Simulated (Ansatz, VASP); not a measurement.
One calculation of ZnS, two programs

File POSCAR:

```
ZnS
1.0
    3.8109987816      0.0000000000      0.0000000000
   -1.9054993908      3.3004217586      0.0000000000
    0.0000000000      0.0000000000      6.2340000000
Zn S
2 2
Direct
    0.3333333333      0.6666666667      0.0000000000
    0.6666666667      0.3333333333      0.5000000000
    0.2469077614      0.6234538807      0.3999084112
    0.5802410947      0.2901205474      0.8999084112
```

Contents of INCAR.step1:

```
SYSTEM = ZnS
PREC     = Accurate       ! precision mode
ENCUT    = 520            ! plane-wave cutoff, eV
ISMEAR   = 0              ! smearing method
SIGMA    = 0.05           ! smearing width, eV
LREAL    = .False.        ! projectors in reciprocal space
LASPH    = .True.         ! aspherical terms in the spheres
NELM     = 100            ! most SCF steps
NBANDS   = 26             ! bands
GGA      = PE             ! functional
ALGO     = Normal         ! electronic algorithm
EDIFF    = 1E-4           ! SCF threshold, eV
LWAVE    = .True.         ! write WAVECAR
LCHARG   = .False.        ! write CHGCAR
```

INCAR.step2

```
SYSTEM = ZnS
PREC     = Accurate       ! precision mode
ENCUT    = 520            ! plane-wave cutoff, eV
EDIFF    = 1E-7           ! SCF threshold, eV
ISMEAR   = 0              ! smearing method
SIGMA    = 0.05           ! smearing width, eV
LREAL    = .False.        ! projectors in reciprocal space
LASPH    = .True.         ! aspherical terms in the spheres
NELM     = 100            ! most SCF steps
ALGO     = Normal         ! electronic algorithm
ISIF     = 2              ! what is computed and relaxed
LWAVE    = .False.        ! write WAVECAR
LCHARG   = .True.         ! write CHGCAR
METAGGA  = R2SCAN         ! meta-GGA
LMIXTAU  = .True.       
LELF     = .True.         ! ELF
LVHAR    = .True.       
NBANDS   = 26             ! bands
ISTART   = 1
```

KPOINTS

```
regular mesh
0
Gamma
  6 6 4
  0 0 0
```

Input for Ansatz:

```yaml
crystal:
  lattice:
    - [3.8109987816, 0.0, 0.0]
    - [-1.9054993908, 3.3004217586, 0.0]
    - [0.0, 0.0, 6.234]
  atoms:
    - { symbol: Zn, position: [0.3333333333, 0.6666666667, 0.0] }
    - { symbol: Zn, position: [0.6666666667, 0.3333333333, 0.5] }
    - { symbol: S, position: [0.2469077614, 0.6234538807, 0.3999084112] }
    - { symbol: S, position: [0.5802410947, 0.2901205474, 0.8999084112] }
basis:
  ecutwfc: 500
kpoints:
  mp_grid: { grid: [6, 6, 4] }
hamiltonian:
  xc: r2scan
scf:
  occupations: { method: gaussian, width: 0.05 }
output:
  forces: true
  stress: true
  eigenvalues: true
  write_density: true
  write_potential: true
  elf: true
  volumetric_format: npy
```

Change from the starting cell: all S atoms moved +0.300 Å, as atom 3 towards its neighbour atom 2 (Zn) at 2.314 Å.

Alike in both runs: task single point; functional r2SCAN; k mesh 6 × 6 × 4; occupations gaussian, width 0.05 eV; no spin polarisation.

|  | VASP | Ansatz |
| --- | --- | --- |
| version | VASP 6.6.1 | Ansatz 0.2.0 |
| potentials or method | VASP PAW PBE potentials, release 64 (Zn, S), cutoff 520 eV | scalar-relativistic, plane waves, PAW |
| valence electrons in the cell | 36 | 36 |

```csv
,VASP,Ansatz,Ansatz less VASP
gap on the k mesh at the Fermi level (eV),2.81,2.80,-0.007
least direct gap on the mesh (eV),2.81,2.80,-0.007
pressure (GPa),4.8,4.6,-0.15
"traceless stress, the component that is largest in VASP (GPa)",-5.76,-5.65,+0.109
rms of the force components (eV/Å),1.798,1.777,-0.0210
```

VASP's potentials were made for PBE, not for r2SCAN. Atom by atom the forces differ by 0.021 eV/Å (rms over components). With one functional, cell and mesh, what is left measures potentials, basis and numerics.
